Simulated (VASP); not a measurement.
# Rh (I4/mmm) in VASP: further runs

The runs below take Rh through single point, with r2SCAN.

Program: VASP 6.6.1. These are calculated values, not measurements. Logs are shortened: lines on timing, memory, paths and dates and some standing lists are left out, and cuts for length are marked.

## Step 1: The cell of the first run

The structure is tetragonal, space group I4/mmm (No. 139). The conventional cell has a = 2.770 Å, b = 2.770 Å, c = 3.746 Å, α = 90.00°, β = 90.00°, γ = 90.00°. Rh (site symmetry 4/mmm) has 12 Rh at 2.71 to 2.77 Å within 3.6 Å.

## Step 2: Single point, r2SCAN (strain +0.030 along x and y, -0.015 along z)

Contents of POSCAR:

```
Rh
1.0
    0.0000000000      1.9585965000      1.8730267500
    1.9585965000      0.0000000000      1.8730267500
    1.9585965000      1.9585965000      0.0000000000
Rh
1
Direct
    0.0000000000      0.0000000000      0.0000000000
```

Contents of INCAR.step1:

```
SYSTEM = Rh
  PREC = Accurate
  ENCUT = 520
  ISMEAR = 0
  SIGMA = 0.15
  LREAL = .FALSE.
  LASPH = .TRUE.
  NELM = 100
  NBANDS = 14
  GGA = PE
  ALGO = Normal
  EDIFF = 1E-4
  LWAVE = .TRUE.
  LCHARG = .FALSE.
```

Contents of INCAR.step2:

```
SYSTEM = Rh
  PREC = Accurate
  ENCUT = 520
  EDIFF = 1E-6
  ISMEAR = 0
  SIGMA = 0.15
  LREAL = .FALSE.
  LASPH = .TRUE.
  NELM = 100
  ALGO = Normal
  ISIF = 2
  LWAVE = .FALSE.
  LCHARG = .TRUE.
  METAGGA = R2SCAN
  LMIXTAU = .TRUE.
  LELF = .TRUE.
  LVHAR = .TRUE.
  NBANDS = 14
  ISTART = 1
```

Contents of KPOINTS:

```
Automatic mesh
0
G
  8 8 8
  0 0 0
```

Potentials or basis: VASP PAW PBE potentials, release 64 (Rh_pv).

Command:

```bash
cat potpaw_PBE.64/Rh_pv/POTCAR > POTCAR
cp INCAR.step1 INCAR
mpirun -np 1 vasp_std > vasp.out
cp INCAR.step2 INCAR
mpirun -np 1 vasp_std > vasp.out
```

OUTCAR:

```text
SYSTEM = Rh
   PREC = Accurate
   ENCUT = 520
   EDIFF = 1E-6
   ISMEAR = 0
   LREAL = .FALSE.
   LASPH = .TRUE.
   NELM = 100
   ISIF = 2
   METAGGA = R2SCAN
   ISTART = 1

 ion  position               nearest neighbor table
   1  0.000  0.000  0.000-

  LATTYP: Found a body centered tetragonal cell.
 ALAT       =     2.7698737335
 C/A-ratio  =     1.3524275329

  Lattice vectors:

 A1 = (   0.0000000000,  -1.9585965000,  -1.8730267500)
 A2 = (   0.0000000000,   1.9585965000,  -1.8730267500)
 A3 = (   1.9585965000,   0.0000000000,   1.8730267500)

Analysis of symmetry for initial positions (statically):
=====================================================================
 Subroutine PRICEL returns:
 Original cell was already a primitive cell.

 Routine SETGRP: Setting up the symmetry group for a
 body centered tetragonal supercell.

 Subroutine GETGRP returns: Found 16 space group operations
 (whereof 16 operations were pure point group operations)
 out of a pool of 16 trial point group operations.

The static configuration has the point symmetry D_4h.

Analysis of symmetry for dynamics (positions and initial velocities):
=====================================================================
 Subroutine PRICEL returns:
 Original cell was already a primitive cell.

 Routine SETGRP: Setting up the symmetry group for a
 body centered tetragonal supercell.

 Subroutine GETGRP returns: Found 16 space group operations
 (whereof 16 operations were pure point group operations)
 out of a pool of 16 trial point group operations.

The dynamic configuration has the point symmetry D_4h.

 Subroutine INISYM returns: Found 16 space group operations
 (whereof 16 operations are pure point group operations),
 and found     1 'primitive' translations

----------------------------------------------------------------------------------------

                                     Primitive cell

  volume of cell :      14.3702

  direct lattice vectors                    reciprocal lattice vectors
     0.000000000  1.958596500  1.873026750    -0.255284843  0.255284843  0.266947602
     1.958596500  0.000000000  1.873026750     0.255284843 -0.255284843  0.266947602
     1.958596500  1.958596500  0.000000000     0.255284843  0.255284843 -0.266947602

  length of vectors
     2.710042335  2.710042335  2.769873734     0.449000807  0.449000807  0.449000807

  position of ions in fractional coordinates (direct lattice)
     0.000000000  0.000000000  0.000000000

  ion indices of the primitive-cell ions
   primitive index   ion index
                 1           1

----------------------------------------------------------------------------------------

 KPOINTS: Automatic mesh

Automatic generation of k-mesh.
 Grid dimensions read from file:
 generate k-points for:    8    8    8

 Generating k-lattice:

  Cartesian coordinates                     Fractional coordinates (reciprocal lattice)
    -0.031910605  0.031910605  0.033368450     0.125000000  0.000000000  0.000000000
     0.031910605 -0.031910605  0.033368450     0.000000000  0.125000000  0.000000000
     0.031910605  0.031910605 -0.033368450     0.000000000  0.000000000  0.125000000

  Length of vectors
     0.056125101  0.056125101  0.056125101

  Shift w.r.t. Gamma in fractional coordinates (k-lattice)
     0.000000000  0.000000000  0.000000000

 Subroutine IBZKPT returns following result:
 ===========================================

 Found     59 irreducible k-points:

 Following reciprocal coordinates:
            Coordinates               Weight
  0.000000  0.000000  0.000000      1.000000
  0.125000  0.000000  0.000000      8.000000
  0.250000  0.000000  0.000000      8.000000
  0.375000  0.000000  0.000000      8.000000
  0.500000  0.000000  0.000000      4.000000
  0.125000  0.125000  0.000000      2.000000
[... 16 lines left out ...]
  0.250000  0.000000  0.125000     16.000000
  0.375000  0.000000  0.125000     16.000000
 [... further k-points ...]
   k-points           NKPTS =     59   k-points in BZ     NKDIM =     59   number of bands    NBANDS=     14
   number of dos      NEDOS =    301   number of ions     NIONS =      1
   total plane-waves  NPLWV =   9600
   dimension x,y,z NGX =    20 NGY =   20 NGZ =   24
   dimension x,y,z NGXF=    40 NGYF=   40 NGZF=   48
   ions per type =               1
   NGX,Y,Z   is equivalent  to a cutoff of  12.27, 12.27, 14.40 a.u.
   NGXF,Y,Z  is equivalent  to a cutoff of  24.54, 24.54, 28.81 a.u.
 SYSTEM =  Rh
   PREC   = accura    normal or accurate (medium, high low for compatibility)
   ISTART =      1    job   : 0-new  1-cont  2-samecut
   ICHARG =      0    charge: 1-file 2-atom 10-const
   ISPIN  =      1    spin polarized calculation?
   LNONCOLLINEAR =      F non collinear calculations
   LSORBIT =      F    spin-orbit coupling
   LASPH  =      T    aspherical Exc in radial PAW
   ENCUT  =  520.0 eV  38.22 Ry    6.18 a.u.   5.04  5.04  5.15*2*pi/ulx,y,z
   NELM   =    100;   NELMIN=  2; NELMDL=  0     # of ELM steps
   EDIFF  = 0.1E-05   stopping-criterion for ELM
   LREAL  =      F    real-space projection
   EDIFFG = 0.1E-04   stopping-criterion for IOM
   NSW    =      0    number of steps for IOM
   IBRION =     -1    ionic relax: 0-MD 1-quasi-New 2-CG
   NFREE  =      0    steps in history (QN), initial steepest desc. (CG)
   ISIF   =      2    stress and relaxation
   ISYM   =      2    0-nonsym 1-usesym 2-fastsym
   POTIM  = 0.5000    time-step for ionic-motion
   TEBEG  =    0.0;   TEEND  =   0.0 temperature during run
   PSTRESS=    0.0 pullay stress
   NELECT =      15.0000    total number of electrons
   NUPDOWN=      -1.0000    fix difference up-down
   EMIN   =  10.00;   EMAX   =-10.00  energy-range for DOS
   EFERMI =   0.00;   METHOD = LEGACY
   ISMEAR =     0;   SIGMA  =   0.15  broadening in eV -4-tet -1-fermi 0-gaus
   EFERMI_NEDOS =   21; number of points for ismear=-14 and -15
   IALGO  =     38    algorithm
   IMIX   =      4    mixing-type and parameters
     AMIX     =   0.40;   BMIX     =  1.00
     AMIX_MAG =   1.60;   BMIX_MAG =  1.00
  volume/ion in A,a.u.               =      14.37        96.98
  Fermi-wavevector in a.u.,A,eV,Ry     =   1.660672  3.138216 37.522589  2.757833
  Thomas-Fermi vector in A             =   2.747868
   LORBIT       =      0    0 simple, 1 ext, 2 COOP (PROOUT), +10 PAW based schemes
   METAGGA = R2SCAN    functional components
   LHFCALC =     F    Hartree Fock is set to
   AEXX    =    0.0000 exact exchange contribution
   IVDW    =     0    specifies the selected vdW correction
   LEPSILON=     F    determine dielectric tensor
   LRPA    =     F    only Hartree local field effects (RPA)
 non-spin polarized calculation
 Gauss-broadening in eV      SIGMA  =   0.15
  energy-cutoff  :      520.00
  volume of cell :       14.37
 maximum number of plane-waves:       399
   NGX =  9   NGY =  9   NGZ = 11

 number of electron      14.9999998 magnetization

 Free energy of the ion-electron system (eV)
  ---------------------------------------------------
  ext. energy  EPLUGINS =         0.00000000
  ---------------------------------------------------
  free energy    TOTEN  =       -24.08949973 eV

  energy without entropy =      -24.06777948  energy(sigma->0) =      -24.07863961

 E-fermi :  10.9803     XC(G=0): -14.8638

 val. band max:       10.9650458433   @ k =  -0.3750  -0.0000   0.2500
 cond. band min:      11.0116786642   @ k =   0.5000   0.1250   0.3750
 fundamental gap:      0.0466328209
 Fermi energy:        10.9802815001

 k-point     1 :       0.0000    0.0000    0.0000
  band No.  band energies     occupation
      1     -36.7375      2.00000
      2     -36.7375      2.00000
      3     -36.7190      2.00000
      4       3.1026      2.00000
      5       7.8638      2.00000
      6       7.8638      2.00000
      7       8.3169      2.00000
      8       9.6772      2.00000
      9      10.2075      2.00000
     10      27.7021      0.00000
     11      28.4731      0.00000
     12      32.7241      0.00000
     13      32.7241      0.00000
     14      34.0926      0.00000

 k-point     2 :       0.1250    0.0000    0.0000
  band No.  band energies     occupation
      1     -36.8335      2.00000
      2     -36.7546      2.00000
      3     -36.7357      2.00000
      4       3.7083      2.00000
      5       7.7422      2.00000
      6       8.0637      2.00000
      7       8.4215      2.00000
      8       9.6309      2.00000
      9      10.0795      2.00000
     10      28.4441      0.00000
     11      28.4730      0.00000
     12      30.5397      0.00000
     13      33.5672      0.00000
     14      34.4684      0.00000

 k-point     3 :       0.2500    0.0000    0.0000
  band No.  band energies     occupation
      1     -37.0752      2.00000
      2     -36.7958      2.00000
      3     -36.7617      2.00000
      4       4.9149      2.00000
      5       7.8932      2.00000
      6       8.1222      2.00000
      7       8.5615      2.00000
      8      10.0711      2.00000
      9      10.2120      2.00000
     10      26.4648      0.00000
     11      28.4733      0.00000
     12      29.1398      0.00000
     13      35.5283      0.00000
     14      36.1656      0.00000
[... 324 lines left out ...]
 k-point    23 :       0.2500    0.0000    0.1250
  band No.  band energies     occupation
      1     -37.0073      2.00000
      2     -36.8039      2.00000
      3     -36.7931      2.00000
      4       4.9862      2.00000
      5       7.0768      2.00000
      6       8.3407      2.00000
      7       8.8857      2.00000
      8       9.6751      2.00000
      9      10.5201      1.99999
     10      28.2540      0.00000
     11      28.4748      0.00000
     12      29.8572      0.00000
     13      32.5897      0.00000
     14      33.7498      0.00000

 k-point    24 :       0.3750    0.0000    0.1250
  band No.  band energies     occupation
      1     -37.2293      2.00000
      2     -36.8565      2.00000
      3     -36.8226      2.00000
      4       5.5414      2.00000
      5       7.7076      2.00000
      6       8.0097      2.00000
      7       8.7334      2.00000
      8      11.1670      0.07829
      9      11.5164      0.00000
     10      23.8666      0.00000
     11      28.4728      0.00000
     12      28.7370      0.00000
     13      32.0361      0.00000
     14      33.3996      0.00000

 [... further k-points ...]
[... 5 lines left out ...]
  --------------------------------------------------------------------------------------
  -------------------------------------------------------------------------------------
  Total       -1.1248353     -1.1248353     -0.3267002      0.0000000      0.0000000      0.0000000
  in kB     -125.4109914   -125.4109914    -36.4247066      0.0000000      0.0000000      0.0000000
  external PRESSURE =     -95.7488965 kB  Pullay stress =       0.0000000 kB

 VOLUME and BASIS-vectors are now :
 -----------------------------------------------------------------------------
  energy-cutoff  :      520.00
  volume of cell :       14.37
      direct lattice vectors                 reciprocal lattice vectors
     0.000000000  1.958596500  1.873026750    -0.255284843  0.255284843  0.266947602
     1.958596500  0.000000000  1.873026750     0.255284843 -0.255284843  0.266947602
     1.958596500  1.958596500  0.000000000     0.255284843  0.255284843 -0.266947602

 POSITION                                       TOTAL-FORCE (eV/Angst)
 -----------------------------------------------------------------------------------
      0.00000      0.00000      0.00000        -0.000000     -0.000000     -0.000000
 -----------------------------------------------------------------------------------
    total drift:                                0.000000     -0.000000      0.000000

  FREE ENERGIE OF THE ION-ELECTRON SYSTEM (eV)
  ---------------------------------------------------
  free  energy   TOTEN  =       -24.0894997331 eV

  energy  without entropy=      -24.0677794817  energy(sigma->0) =      -24.07863961
```

Wall time 30 s (1 thread of Intel Xeon 6975P-C, shared host); peak memory 0.14 GiB.

Results:

| Item | Value |
| --- | --- |
| Free energy | -24.0895 eV |
| Pressure | -9.6 GPa |

Stress tensor (GPa, compression positive):
```
-12.54   0.00   0.00
  0.00 -12.54   0.00
  0.00   0.00  -3.64
```

Levels at points of the mesh, in eV from the Fermi level:
```csv
k point,band 3,band 4,band 5,band 6,band 7,band 8,band 9,band 10,band 11,band 12
"(0.00, 0.00, 0.00)",-47.70,-7.88,-3.12,-3.12,-2.66,-1.30,-0.77,16.72,17.49,21.74
"(0.50, 0.00, 0.00)",-47.78,-5.99,-3.32,-2.83,0.40,0.65,0.93,8.61,16.19,17.49
"(0.50, 0.50, 0.00)",-48.00,-6.16,-5.82,0.44,0.98,0.98,4.05,13.13,13.14,13.14
"(0.50, 0.00, 0.50)",-47.92,-6.14,-5.77,0.44,0.75,1.13,3.07,11.87,13.77,14.23
```

Caveat: the cell differs from its parent crystal (strain +0.030 along x and y, -0.015 along z); the PAW data sets were made with another functional, which shifts forces and pressure a little.

## Step 3: Single point, r2SCAN (strain +0.030 along x and y, +0.000 along z)

Contents of POSCAR:

```
Rh
1.0
    0.0000000000      1.9585965000      1.9015500000
    1.9585965000      0.0000000000      1.9015500000
    1.9585965000      1.9585965000      0.0000000000
Rh
1
Direct
    0.0000000000      0.0000000000      0.0000000000
```

Contents of INCAR.step1:

```
SYSTEM = Rh
PREC = Accurate
ENCUT = 520
ISMEAR = 0
SIGMA = 0.15
LREAL = .FALSE.
LASPH = .TRUE.
NELM = 100
NBANDS = 14
GGA = PE
ALGO = Normal
EDIFF = 1E-4
LWAVE = .TRUE.
LCHARG = .FALSE.
```

Contents of INCAR.step2:

```
SYSTEM = Rh
PREC = Accurate
ENCUT = 520
EDIFF = 1E-7
ISMEAR = 0
SIGMA = 0.15
LREAL = .FALSE.
LASPH = .TRUE.
NELM = 100
ALGO = Normal
ISIF = 2
LWAVE = .FALSE.
LCHARG = .TRUE.
METAGGA = R2SCAN
LMIXTAU = .TRUE.
LELF = .TRUE.
LVHAR = .TRUE.
NBANDS = 14
ISTART = 1
```

Contents of KPOINTS:

```
regular mesh
0
G
  8 8 8
  0 0 0
```

Potentials or basis: VASP PAW PBE potentials, release 64 (Rh_pv).

Command:

```bash
cat potpaw_PBE.64/Rh_pv/POTCAR > POTCAR
cp INCAR.step1 INCAR
mpirun -np 1 vasp_std > vasp.out
cp INCAR.step2 INCAR
mpirun -np 1 vasp_std > vasp.out
```

Wall time 39 s (1 thread of Intel Xeon 6975P-C, shared host); peak memory 0.14 GiB.

It converged, with:

| Quantity | Value |
| --- | --- |
| Free energy | -24.0808 eV |
| Pressure | -13.0 GPa |

Stress tensor (GPa, compression positive):
```
-14.91   0.00   0.00
  0.00 -14.91   0.00
  0.00   0.00  -9.17
```

Levels at points of the mesh, in eV from the Fermi level:
```tsv
k point	band 5	band 6	band 7	band 8	band 9	band 10
(0.00, 0.00, 0.00)	-3.00	-3.00	-2.71	-1.19	-0.84	16.70
(0.50, 0.00, 0.00)	-3.17	-2.85	0.43	0.59	0.94	8.45
(0.50, 0.50, 0.00)	-5.68	0.42	0.94	0.94	3.80	12.65
(0.50, 0.00, 0.50)	-5.65	0.43	0.79	1.04	3.16	11.82
```

Caveat: the cell differs from its parent crystal (strain +0.030 along x and y, +0.000 along z); the PAW data sets were made with another functional, which shifts forces and pressure a little.

[end of part 1 of 2]
